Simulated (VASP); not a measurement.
# La (Fd-3m) in VASP: further runs

La is run at these levels: PBE; tasks: relaxation of cell and atoms.

Everything below comes from runs of VASP 6.6.1. Logs are shortened: lines on timing, memory, paths and dates and some standing lists are left out, and cuts for length are marked.

### Step 1. The cell of the first run

It takes space group Fd-3m (No. 227, cubic). Conventional cell: a = 6.432 Å, b = 6.432 Å, c = 6.432 Å, α = 90.00°, β = 90.00°, γ = 90.00°. Within 3.7 Å of La (site symmetry -43m) lie 4 La at 2.79 Å.

This isn't the form of La at room conditions, which is double hcp.

### Step 2. Relaxation of cell and atoms, PBE, target pressure 7 GPa, at which the enthalpy is minimised

INCAR reads:

```
SYSTEM = La
  PREC = Accurate
  ENCUT = 600
  EDIFF = 1E-7
  ISMEAR = -1
  SIGMA = 0.1
  LREAL = .False.
  LASPH = .True.
  NELM = 100
  ALGO = Normal
  ISIF = 3
  LWAVE = .False.
  LCHARG = .False.
  GGA = PE
  IBRION = 2
  NSW = 32
  EDIFFG = -0.005
  PSTRESS = 70.0
```

KPOINTS reads:

```
regular mesh
0
Gamma
  10 10 10
  0 0 0
```

POSCAR reads:

```
La
1.0
    0.0000000000      3.2162381059      3.2162381059
    3.2162381059      0.0000000000      3.2162381059
    3.2162381059      3.2162381059      0.0000000000
La
2
Direct
   -0.1250000000     -0.1250000000     -0.1250000000
    0.1250000000      0.1250000000      0.1250000000
```

Potentials or basis: VASP PAW PBE potentials, release 64 (La).

The run is started by

```sh
> cat potpaw_PBE.64/La/POTCAR > POTCAR
> mpirun -np 1 vasp_std > vasp.out
```

OUTCAR:

```text
SYSTEM = La
   PREC = Accurate
   ENCUT = 600
   EDIFF = 1E-7
   ISMEAR = -1
   LREAL = .False.
   LASPH = .True.
   NELM = 100
   ISIF = 3
   GGA = PE
   IBRION = 2
   NSW = 32
   EDIFFG = -0.005
   PSTRESS = 70.0

 ion  position               nearest neighbor table
   1  0.875  0.875  0.875-   2 2.79   2 2.79   2 2.79   2 2.79
   2  0.125  0.125  0.125-   1 2.79   1 2.79   1 2.79   1 2.79

  LATTYP: Found a face centered cubic cell.
 ALAT       =     6.4324762118

  Lattice vectors:

 A1 = (   0.0000000000,   3.2162381059,   3.2162381059)
 A2 = (   3.2162381059,   0.0000000000,   3.2162381059)
 A3 = (   3.2162381059,   3.2162381059,   0.0000000000)

Analysis of symmetry for initial positions (statically):
=====================================================================
 Subroutine PRICEL returns:
 Original cell was already a primitive cell.

 Routine SETGRP: Setting up the symmetry group for a
 face centered cubic supercell.

 Subroutine GETGRP returns: Found 48 space group operations
 (whereof 12 operations were pure point group operations)
 out of a pool of 48 trial point group operations.

The static configuration has the point symmetry D_3d.
 The point group associated with its full space group is O_h .

Analysis of symmetry for dynamics (positions and initial velocities):
=====================================================================
 Subroutine PRICEL returns:
 Original cell was already a primitive cell.

 Routine SETGRP: Setting up the symmetry group for a
 face centered cubic supercell.

 Subroutine GETGRP returns: Found 48 space group operations
 (whereof 12 operations were pure point group operations)
 out of a pool of 48 trial point group operations.

The dynamic configuration has the point symmetry D_3d.
 The point group associated with its full space group is O_h .

 Subroutine INISYM returns: Found 48 space group operations
 (whereof 12 operations are pure point group operations),
 and found     1 'primitive' translations

----------------------------------------------------------------------------------------

                                     Primitive cell

  volume of cell :      66.5387

  direct lattice vectors                    reciprocal lattice vectors
     0.000000000  3.216238106  3.216238106    -0.155461127  0.155461127  0.155461127
[... 103 lines left out ...]
   IALGO  =     38    algorithm
   IMIX   =      4    mixing-type and parameters
     AMIX     =   0.40;   BMIX     =  1.00
     AMIX_MAG =   1.60;   BMIX_MAG =  1.00
  volume/ion in A,a.u.               =      33.27       224.51
  Fermi-wavevector in a.u.,A,eV,Ry     =   1.132029  2.139225 17.435724  1.281490
  Thomas-Fermi vector in A             =   2.268729
   LORBIT       =      0    0 simple, 1 ext, 2 COOP (PROOUT), +10 PAW based schemes
   GGA     = PE    functional components
   LHFCALC =     F    Hartree Fock is set to
   AEXX    =    0.0000 exact exchange contribution
   IVDW    =     0    specifies the selected vdW correction
   LEPSILON=     F    determine dielectric tensor
   LRPA    =     F    only Hartree local field effects (RPA)
 conjugate gradient relaxation of ions
 non-spin polarized calculation
  energy-cutoff  :      600.00
  volume of cell :       66.54
 maximum number of plane-waves:      2252
   NGX = 19   NGY = 19   NGZ = 19

--------------------------------------- Ionic step        1  -------------------------------------------

 number of electron      21.9999999 magnetization

 Free energy of the ion-electron system (eV)
  ---------------------------------------------------
  ext. energy  EPLUGINS =         0.00000000
  ---------------------------------------------------
  free energy    TOTEN  =        -7.61435821 eV

  energy without entropy =       -7.56052474  energy(sigma->0) =       -7.58744148

------------------------ aborting loop because EDIFF is reached ----------------------------------------

  FORCE on cell =-STRESS in cart. coord.  units (eV):
  Direction    XX          YY          ZZ          XY          YZ          ZX
  --------------------------------------------------------------------------------------
  -------------------------------------------------------------------------------------
  Total        2.8633817      2.8633817      2.8633817     -0.0000000     -0.0000000     -0.0000000
  in kB       68.9469805     68.9469805     68.9469805     -0.0000000     -0.0000000     -0.0000000
  external PRESSURE =      -1.0530195 kB  Pullay stress =      70.0000000 kB
[... 63 lines left out ...]
--------------------------------------- Ionic step        3  -------------------------------------------

 number of electron      21.9999999 magnetization

 Free energy of the ion-electron system (eV)
  ---------------------------------------------------
  ext. energy  EPLUGINS =         0.00000000
  ---------------------------------------------------
  free energy    TOTEN  =        -7.61028353 eV

  energy without entropy =       -7.55661537  energy(sigma->0) =       -7.58344945

 E-fermi :   8.4987     XC(G=0):  -9.7491

 val. band max:        8.4959180857   @ k =   0.4000   0.3000   0.0000
 cond. band min:       8.5396143027   @ k =   0.4000   0.0000   0.0000
 fundamental gap:      0.0436962170
 Fermi energy:         8.4986780691

 k-point     1 :       0.0000    0.0000    0.0000
  band No.  band energies     occupation
      1     -25.1761      2.00000
      2     -22.8531      2.00000
      3      -9.3716      2.00000
      4      -9.3716      2.00000
      5      -9.3716      2.00000
      6      -6.8015      2.00000
      7      -6.8015      2.00000
      8      -6.8015      2.00000
      9       6.1761      2.00000
     10       7.6551      1.99957
     11       7.6551      1.99957
     12       9.4957      0.00009
     13       9.4957      0.00009
     14       9.4957      0.00009
[... 401 lines left out ...]
      2     -23.5964      2.00000
      3      -9.9828      2.00000
      4      -9.9462      2.00000
      5      -8.5488      2.00000
      6      -7.3992      2.00000
      7      -5.8913      2.00000
      8      -5.8567      2.00000
      9       6.3221      2.00000
     10       7.3451      1.99998
     11       8.4959      1.01380
     12       8.7484      0.15208
     13       9.0276      0.01004
     14       9.9004      0.00000
     15      10.1358      0.00000

 [... further k-points ...]

------------------------ aborting loop because EDIFF is reached ----------------------------------------

  FORCE on cell =-STRESS in cart. coord.  units (eV):
  Direction    XX          YY          ZZ          XY          YZ          ZX
  --------------------------------------------------------------------------------------
  -------------------------------------------------------------------------------------
  Total        2.9040535      2.9040535      2.9040535     -0.0000000     -0.0000000     -0.0000000
  in kB       70.0252216     70.0252216     70.0252216     -0.0000000     -0.0000000     -0.0000000
  external PRESSURE =       0.0252216 kB  Pullay stress =      70.0000000 kB
[... 21 lines left out ...]
  energy  without entropy=       -7.5566153703  energy(sigma->0) =       -7.58344945

  enthalpy is  TOTEN    =        -4.7072760502 eV   P V=        2.9030074844

 reached required accuracy - stopping structural energy minimisation
```

It took 2.6 min on 1 thread of Intel Xeon Platinum 8488C (Sapphire Rapids), shared host; peak memory 0.24 GiB.

What came out:

- Free energy: -7.6103 eV
- Relaxed volume: 33.22 Å³/atom
- Relaxed cell: a = 4.546 Å, b = 4.546 Å, c = 4.546 Å, α = 60.00°, β = 60.00°, γ = 60.00°
- Space group after relaxing (to 0.1 Å): Fd-3m (No. 227)
- Energy change on relaxing (the run minimises the enthalpy): +2.0 meV/atom
- Ionic steps: 3
- Pressure after relaxing: 7.0 GPa
- Band gap on the k mesh: zero (bands 11 and 12 overlap by 0.19 eV)

The path:
```csv
step,energy change (eV),largest force (eV/Å),pressure (GPa),volume (Å³)
1,0.0000,0.0000,6.89,66.54
2,0.0092,0.0000,7.15,66.33
3,0.0041,0.0000,7.00,66.44
```

Final structure:
```
La
1.0
     0.00000    3.21472    3.21472
     3.21472    0.00000    3.21472
     3.21472    3.21472    0.00000
La
2
Direct
  0.87500 0.87500 0.87500
  0.12500 0.12500 0.12500
```

Caveat: the cell is relaxed towards a set pressure, so the run minimises the enthalpy, not the energy; spin-orbit coupling is left out, which moves the levels of the heavy elements.

### Step 3. Relaxation of cell and atoms, PBE, target pressure 7 GPa, at which the enthalpy is minimised

This run uses another cell than the first one, of 35.80 Å³/atom.

INCAR reads:

```
SYSTEM = La
  ALGO = Normal
  EDIFF = 1E-7
  EDIFFG = -0.005
  ENCUT = 600
  GGA = PE
  IBRION = 2
  ISIF = 3
  ISMEAR = -1
  LASPH = .TRUE.
  LCHARG = .FALSE.
  LREAL = .FALSE.
  LWAVE = .FALSE.
  NELM = 100
  NSW = 60
  PREC = Accurate
  PSTRESS = 70.0
  SIGMA = 0.1
```

KPOINTS reads:

```
k-points
0
G
  10 10 10
  0 0 0
```

POSCAR reads:

```
La
1.0
    0.0000000000      3.2956552428      3.2956552428
    3.2956552428      0.0000000000      3.2956552428
    3.2956552428      3.2956552428      0.0000000000
La
2
Direct
   -0.1250000000     -0.1250000000     -0.1250000000
    0.1250000000      0.1250000000      0.1250000000
```

Potentials or basis: VASP PAW PBE potentials, release 64 (La).

The run is started by

```sh
> cat potpaw_PBE.64/La/POTCAR > POTCAR
> mpirun -np 1 vasp_std > vasp.out
```

It took 6.2 min on 1 thread of Intel Xeon Platinum 8488C (Sapphire Rapids), shared host; peak memory 0.29 GiB.

It converged, with:

| Item | Value |
| --- | --- |
| Free energy | -7.6113 eV |
| Relaxed volume | 33.23 Å³/atom |
| Relaxed cell | a = 4.547 Å, b = 4.547 Å, c = 4.547 Å, α = 60.00°, β = 60.00°, γ = 60.00° |
| Space group after relaxing (to 0.1 Å) | Fd-3m (No. 227) |
| Energy change on relaxing (the run minimises the enthalpy) | +69.3 meV/atom |
| Ionic steps | 4 |
| Pressure after relaxing | 7.0 GPa |
| Band gap on the k mesh | zero (bands 11 and 12 overlap by 0.19 eV) |

The path:
```csv
step,energy change (eV),largest force (eV/Å),pressure (GPa),volume (Å³)
1,0.0000,0.0000,2.04,71.59
2,0.5360,0.0000,15.90,60.71
3,0.1344,0.0000,6.87,66.55
4,0.1386,0.0000,6.99,66.45
```

Final structure:
```xyz
2
Lattice="0.0000 3.2149 3.2149 3.2149 0.0000 3.2149 3.2149 3.2149 0.0000" Properties=species:S:1:pos:R:3 pbc="T T T"
La    5.6260    5.6260    5.6260
La    0.8037    0.8037    0.8037
```

Levels at points of the mesh, in eV from the Fermi level:
| k point | band 9 | band 10 | band 11 | band 12 | band 13 | band 14 |
| --- | --- | --- | --- | --- | --- | --- |
| (0.00, 0.00, 0.00) | -2.32 | -0.84 | -0.84 | 1.00 | 1.00 | 1.00 |
| (0.50, 0.00, 0.00) | -1.30 | -0.68 | -0.68 | -0.11 | 0.07 | 0.07 |
| (0.50, 0.50, 0.00) | -1.88 | -1.88 | -0.14 | -0.14 | 0.78 | 0.78 |

Caveat: the cell is relaxed towards a set pressure, so the run minimises the enthalpy, not the energy; spin-orbit coupling is left out, which moves the levels of the heavy elements.
